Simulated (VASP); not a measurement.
# WC (P-6m2) in VASP: further runs

WC is run at these levels: PBE; tasks: single point, relaxation of shape and atoms at fixed volume.

Program: VASP 6.6.1. These are calculated values, not measurements. Logs are shortened: lines on timing, memory, paths and dates and some standing lists are left out, and cuts for length are marked.

### Step 1. The cell of the first run

The structure is hexagonal, space group P-6m2 (No. 187). The conventional cell has a = 2.953 Å, b = 2.953 Å, c = 2.870 Å, α = 90.00°, β = 90.00°, γ = 120.00°. Within 3.0 Å of W (site symmetry -6m2) lie 6 C at 2.23 Å and 8 W at 2.87 to 2.95 Å. Within 3.0 Å of C (site symmetry -6m2) lie 6 W at 2.23 Å and 8 C at 2.87 to 2.95 Å.

### Step 2. Single point, PBE (10.84 Å³/atom)

INCAR

```
SYSTEM = WC
ALGO = Normal ; EDIFF = 1E-7
ENCUT = 520 ; GGA = PE
ISIF = 2 ; ISMEAR = 0
LASPH = .TRUE. ; LCHARG = .FALSE.
LREAL = .FALSE. ; LWAVE = .FALSE.
NBANDS = 16 ; NELM = 60
PREC = Accurate ; SIGMA = 0.1
```

KPOINTS

```
k-points
0
G
  18 18 14
  0 0 0
```

POSCAR

```
WC
1.0
    2.9531600121      0.0000000000      0.0000000000
   -1.4765800061      2.5575115919      0.0000000000
    0.0000000000      0.0000000000      2.8702764440
W C
1 1
Direct
    0.0000000000      0.0000000000      0.0000000000
    0.6666666667      0.3333333333      0.5000000000
```

Potentials or basis: VASP PAW PBE potentials, release 64 (W_sv, C).

Run with:

```console
$ cat potpaw_PBE.64/W_sv/POTCAR potpaw_PBE.64/C/POTCAR > POTCAR
$ mpirun -np 1 vasp_std > vasp.out
```

OUTCAR:

```text
SYSTEM = WC
   EDIFF = 1E-7
   ENCUT = 520
   GGA = PE
   ISIF = 2
   ISMEAR = 0
   LASPH = .TRUE.
   LREAL = .FALSE.
   NELM = 60
   PREC = Accurate

 ion  position               nearest neighbor table
   1  0.000  0.000  0.000-   2 2.23   2 2.23   2 2.23   2 2.23   2 2.23   2 2.23
   2  0.667  0.333  0.500-   1 2.23   1 2.23   1 2.23   1 2.23   1 2.23   1 2.23

  LATTYP: Found a hexagonal cell.
 ALAT       =     2.9531600121
 C/A-ratio  =     0.9719339393

  Lattice vectors:

 A1 = (   2.9531600121,   0.0000000000,   0.0000000000)
 A2 = (  -1.4765800061,   2.5575115919,   0.0000000000)
 A3 = (   0.0000000000,   0.0000000000,   2.8702764440)

Analysis of symmetry for initial positions (statically):
=====================================================================
 Subroutine PRICEL returns:
 Original cell was already a primitive cell.

 Routine SETGRP: Setting up the symmetry group for a
 hexagonal supercell.

 Subroutine GETGRP returns: Found 12 space group operations
 (whereof 12 operations were pure point group operations)
 out of a pool of 24 trial point group operations.

The static configuration has the point symmetry D_3h.

Analysis of symmetry for dynamics (positions and initial velocities):
=====================================================================
 Subroutine PRICEL returns:
 Original cell was already a primitive cell.

 Routine SETGRP: Setting up the symmetry group for a
 hexagonal supercell.

 Subroutine GETGRP returns: Found 12 space group operations
 (whereof 12 operations were pure point group operations)
 out of a pool of 24 trial point group operations.

The dynamic configuration has the point symmetry D_3h.

 Subroutine INISYM returns: Found 12 space group operations
 (whereof 12 operations are pure point group operations),
 and found     1 'primitive' translations

----------------------------------------------------------------------------------------

                                     Primitive cell

  volume of cell :      21.6785

  direct lattice vectors                    reciprocal lattice vectors
     2.953160012  0.000000000  0.000000000     0.338620324  0.195502535  0.000000000
    -1.476580006  2.557511592  0.000000000     0.000000000  0.391005070  0.000000000
     0.000000000  0.000000000  2.870276444     0.000000000  0.000000000  0.348398497

  length of vectors
     2.953160012  2.953160012  2.870276444     0.391005070  0.391005070  0.348398497

  position of ions in fractional coordinates (direct lattice)
     0.000000000  0.000000000  0.000000000
     0.666666667  0.333333333  0.500000000

  ion indices of the primitive-cell ions
   primitive index   ion index
                 1           1
                 2           2

----------------------------------------------------------------------------------------

 KPOINTS: k-points

Automatic generation of k-mesh.
 Grid dimensions read from file:
 generate k-points for:   18   18   14

 Generating k-lattice:

  Cartesian coordinates                     Fractional coordinates (reciprocal lattice)
     0.018812240  0.010861252  0.000000000     0.055555556  0.000000000  0.000000000
     0.000000000  0.021722504  0.000000000     0.000000000  0.055555556  0.000000000
     0.000000000  0.000000000  0.024885607     0.000000000  0.000000000  0.071428571

  Length of vectors
     0.021722504  0.021722504  0.024885607

  Shift w.r.t. Gamma in fractional coordinates (k-lattice)
     0.000000000  0.000000000  0.000000000

 Subroutine IBZKPT returns following result:
 ===========================================

 Found    296 irreducible k-points:

 Following reciprocal coordinates:
            Coordinates               Weight
  0.000000  0.000000  0.000000      1.000000
  0.055556  0.000000  0.000000      6.000000
  0.111111  0.000000  0.000000      6.000000
  0.166667  0.000000  0.000000      6.000000
  0.222222  0.000000  0.000000      6.000000
  0.277778  0.000000  0.000000      6.000000
[... 16 lines left out ...]
  0.333333  0.111111  0.000000     12.000000
  0.388889  0.111111  0.000000     12.000000
 [... further k-points ...]
   k-points           NKPTS =    296   k-points in BZ     NKDIM =    296   number of bands    NBANDS=     16
   number of dos      NEDOS =    301   number of ions     NIONS =      2
   total plane-waves  NPLWV =  13824
   dimension x,y,z NGX =    24 NGY =   24 NGZ =   24
   dimension x,y,z NGXF=    48 NGYF=   48 NGZF=   48
   ions per type =               1   1
   NGX,Y,Z   is equivalent  to a cutoff of  13.51, 13.51, 13.90 a.u.
   NGXF,Y,Z  is equivalent  to a cutoff of  27.02, 27.02, 27.80 a.u.
 SYSTEM =  WC
   PREC   = accura    normal or accurate (medium, high low for compatibility)
   ISTART =      0    job   : 0-new  1-cont  2-samecut
   ICHARG =      2    charge: 1-file 2-atom 10-const
   ISPIN  =      1    spin polarized calculation?
   LNONCOLLINEAR =      F non collinear calculations
   LSORBIT =      F    spin-orbit coupling
   LASPH  =      T    aspherical Exc in radial PAW
   ENCUT  =  520.0 eV  38.22 Ry    6.18 a.u.   5.49  5.49  5.34*2*pi/ulx,y,z
   NELM   =     60;   NELMIN=  2; NELMDL= -5     # of ELM steps
   EDIFF  = 0.1E-06   stopping-criterion for ELM
   LREAL  =      F    real-space projection
   EDIFFG = 0.1E-05   stopping-criterion for IOM
   NSW    =      0    number of steps for IOM
   IBRION =     -1    ionic relax: 0-MD 1-quasi-New 2-CG
   NFREE  =      0    steps in history (QN), initial steepest desc. (CG)
   ISIF   =      2    stress and relaxation
   ISYM   =      2    0-nonsym 1-usesym 2-fastsym
   POTIM  = 0.5000    time-step for ionic-motion
   TEBEG  =    0.0;   TEEND  =   0.0 temperature during run
   PSTRESS=    0.0 pullay stress
   NELECT =      18.0000    total number of electrons
   NUPDOWN=      -1.0000    fix difference up-down
   EMIN   =  10.00;   EMAX   =-10.00  energy-range for DOS
   EFERMI =   0.00;   METHOD = LEGACY
   ISMEAR =     0;   SIGMA  =   0.10  broadening in eV -4-tet -1-fermi 0-gaus
   EFERMI_NEDOS =   21; number of points for ismear=-14 and -15
   IALGO  =     38    algorithm
   IMIX   =      4    mixing-type and parameters
     AMIX     =   0.40;   BMIX     =  1.00
     AMIX_MAG =   1.60;   BMIX_MAG =  1.00
  volume/ion in A,a.u.               =      10.84        73.15
  Fermi-wavevector in a.u.,A,eV,Ry     =   1.538708  2.907737 32.213459  2.367622
  Thomas-Fermi vector in A             =   2.645039
   LORBIT       =      0    0 simple, 1 ext, 2 COOP (PROOUT), +10 PAW based schemes
   GGA     = PE    functional components
   LHFCALC =     F    Hartree Fock is set to
   AEXX    =    0.0000 exact exchange contribution
   IVDW    =     0    specifies the selected vdW correction
   LEPSILON=     F    determine dielectric tensor
   LRPA    =     F    only Hartree local field effects (RPA)
 non-spin polarized calculation
 Gauss-broadening in eV      SIGMA  =   0.10
  energy-cutoff  :      520.00
  volume of cell :       21.68
 maximum number of plane-waves:       606
 NGX is ok and might be reduce to    24
   NGX = 11   NGY = 11   NGZ = 11

 number of electron      18.0000000 magnetization

 Free energy of the ion-electron system (eV)
  ---------------------------------------------------
  ext. energy  EPLUGINS =         0.00000000
  ---------------------------------------------------
  free energy    TOTEN  =       -22.43272304 eV

  energy without entropy =      -22.43122466  energy(sigma->0) =      -22.43197385

 E-fermi :  10.4475     XC(G=0): -13.5573

 val. band max:       10.4356087720   @ k =   0.3333   0.3333   0.0714
 cond. band min:      10.4520051947   @ k =   0.0556   0.0000   0.2143
 fundamental gap:      0.0163964228
 Fermi energy:        10.4474894654

 k-point     1 :       0.0000    0.0000    0.0000
  band No.  band energies     occupation
      1     -63.6342      2.00000
      2     -27.6058      2.00000
      3     -27.5313      2.00000
      4     -27.5313      2.00000
      5      -3.6529      2.00000
      6       6.3991      2.00000
[... 8 lines left out ...]
     15      24.4183      0.00000
     16      26.7751      0.00000

 k-point     2 :       0.0556    0.0000    0.0000
  band No.  band energies     occupation
      1     -63.6328      2.00000
      2     -27.6030      2.00000
      3     -27.5530      2.00000
      4     -27.5363      2.00000
      5      -3.5762      2.00000
      6       6.4252      2.00000
[... 8 lines left out ...]
     15      24.2497      0.00000
     16      26.9383      0.00000

 k-point     3 :       0.1111    0.0000    0.0000
  band No.  band energies     occupation
      1     -63.6287      2.00000
      2     -27.6151      2.00000
      3     -27.5951      2.00000
      4     -27.5505      2.00000
      5      -3.3518      2.00000
      6       6.3774      2.00000
[... 8 lines left out ...]
     15      23.9693      0.00000
     16      27.4086      0.00000

 k-point     4 :       0.1667    0.0000    0.0000
  band No.  band energies     occupation
      1     -63.6226      2.00000
      2     -27.7092      2.00000
      3     -27.5829      2.00000
      4     -27.5722      2.00000
      5      -2.9964      2.00000
      6       5.9890      2.00000
[... 8 lines left out ...]
     15      23.8294      0.00000
     16      28.1336      0.00000
[... 324 lines left out ...]
 k-point    22 :       0.2778    0.1111    0.0000
  band No.  band energies     occupation
      1     -63.5973      2.00000
      2     -28.0484      2.00000
      3     -27.6939      2.00000
      4     -27.5329      2.00000
      5      -1.2944      2.00000
      6       4.3865      2.00000
[... 8 lines left out ...]
     15      25.0786      0.00000
     16      26.5230      0.00000

 k-point    23 :       0.3333    0.1111    0.0000
  band No.  band energies     occupation
      1     -63.5915      2.00000
      2     -28.1246      2.00000
      3     -27.7211      2.00000
      4     -27.5213      2.00000
      5      -0.8040      2.00000
      6       4.0394      2.00000
[... 8 lines left out ...]
     15      24.5148      0.00000
     16      26.7947      0.00000

 k-point    24 :       0.3889    0.1111    0.0000
  band No.  band energies     occupation
      1     -63.5877      2.00000
      2     -28.1738      2.00000
      3     -27.7388      2.00000
      4     -27.5138      2.00000
      5      -0.4452      2.00000
      6       3.8040      2.00000
[... 8 lines left out ...]
     15      23.6770      0.00000
     16      27.4235      0.00000

 [... further k-points ...]

------------------------ aborting loop because EDIFF is reached ----------------------------------------

  FORCE on cell =-STRESS in cart. coord.  units (eV):
  Direction    XX          YY          ZZ          XY          YZ          ZX
  --------------------------------------------------------------------------------------
  -------------------------------------------------------------------------------------
  Total       -1.3192672     -1.3192672     -1.2820556      0.0000000     -0.0000000      0.0000000
  in kB      -97.5023414    -97.5023414    -94.7521585      0.0000000     -0.0000000      0.0000000
  external PRESSURE =     -96.5856138 kB  Pullay stress =       0.0000000 kB

 VOLUME and BASIS-vectors are now :
 -----------------------------------------------------------------------------
  energy-cutoff  :      520.00
  volume of cell :       21.68
      direct lattice vectors                 reciprocal lattice vectors
     2.953160012  0.000000000  0.000000000     0.338620324  0.195502535  0.000000000
    -1.476580006  2.557511592  0.000000000     0.000000000  0.391005070  0.000000000
     0.000000000  0.000000000  2.870276444     0.000000000  0.000000000  0.348398497

 POSITION                                       TOTAL-FORCE (eV/Angst)
 -----------------------------------------------------------------------------------
      0.00000      0.00000      0.00000         0.000000      0.000000      0.000000
      1.47658      0.85250      1.43514        -0.000000      0.000000      0.000000
 -----------------------------------------------------------------------------------
    total drift:                               -0.000000      0.000000      0.000000

  FREE ENERGIE OF THE ION-ELECTRON SYSTEM (eV)
  ---------------------------------------------------
  free  energy   TOTEN  =       -22.4327230353 eV

  energy  without entropy=      -22.4312246615  energy(sigma->0) =      -22.43197385
```

Run time: 58 s. Hardware: 1 thread of Intel Xeon Platinum 8259CL at 2.50GHz (Skylake/Cascade Lake), shared host; peak memory 0.22 GiB.

What came out:

```yaml
Free_energy: -22.4327 eV
Pressure: -9.7 GPa
Band_gap_on_the_k_mesh: zero (bands 9 and 10 overlap by 1.18 eV)
```

Caveat: the cell stands under tension; spin-orbit coupling is left out, which moves the levels of the heavy elements.

### Step 3. Single point, PBE (11.15 Å³/atom)

This run uses another cell than the first one, of 11.15 Å³/atom.

INCAR

```
SYSTEM = WC
ALGO = Normal
EDIFF = 1E-6
ENCUT = 520
GGA = PE
ISIF = 2
ISMEAR = 0
LASPH = .True.
LCHARG = .True.
LELF = .True.
LREAL = .False.
LVHAR = .True.
LWAVE = .False.
NBANDS = 16
NELM = 60
PREC = Accurate
SIGMA = 0.1
```

KPOINTS

```
k-points
0
Gamma
  18 18 14
  0 0 0
```

POSCAR

```
WC
1.0
    2.9841559299      0.0000000000      0.0000000000
   -1.4920779650      2.5843548441      0.0000000000
    0.0000000000      0.0000000000      2.8928325857
W C
1 1
Direct
    0.0000000000      0.0000000000      0.0000000000
    0.6666666667      0.3333333333      0.5000000000
```

Potentials or basis: VASP PAW PBE potentials, release 64 (W_sv, C).

Run with:

```console
$ cat potpaw_PBE.64/W_sv/POTCAR potpaw_PBE.64/C/POTCAR > POTCAR
$ mpirun -np 1 vasp_std > vasp.out
```

Run time: 54 s. Hardware: 1 thread of Intel Xeon Platinum 8259CL at 2.50GHz (Skylake/Cascade Lake), shared host; peak memory 0.23 GiB.

Results (log left out):

* Free energy: -22.3764 eV
* Pressure: -18.8 GPa
* Band gap on the k mesh: zero (bands 9 and 10 overlap by 1.16 eV)

Stress tensor (GPa, compression positive):
```
-18.92   0.00   0.00
  0.00 -18.92   0.00
  0.00   0.00 -18.67
```

Levels at points of the mesh, in eV from the Fermi level:
| k point | band 6 | band 7 | band 8 | band 9 | band 10 | band 11 | band 12 | band 13 |
| --- | --- | --- | --- | --- | --- | --- | --- | --- |
| (0.00, 0.00, 0.00) | -3.89 | -3.07 | -3.07 | 0.16 | 2.94 | 2.94 | 5.27 | 5.27 |
| (0.50, 0.00, 0.00) | -6.68 | -3.23 | -3.23 | -0.45 | 2.17 | 4.08 | 4.36 | 6.47 |
| (0.00, 0.00, 0.50) | -8.16 | -1.87 | -1.87 | -0.49 | -0.49 | 3.49 | 4.31 | 4.31 |
| (0.50, 0.00, 0.50) | -6.00 | -3.98 | -3.98 | 0.20 | 3.96 | 4.81 | 6.00 | 8.46 |

Caveat: the cell stands under tension; spin-orbit coupling is left out, which moves the levels of the heavy elements.

(Part 1 of 2 ends here.)

The gap in the log of VASP goes by the Fermi energy; the results here count the filled bands.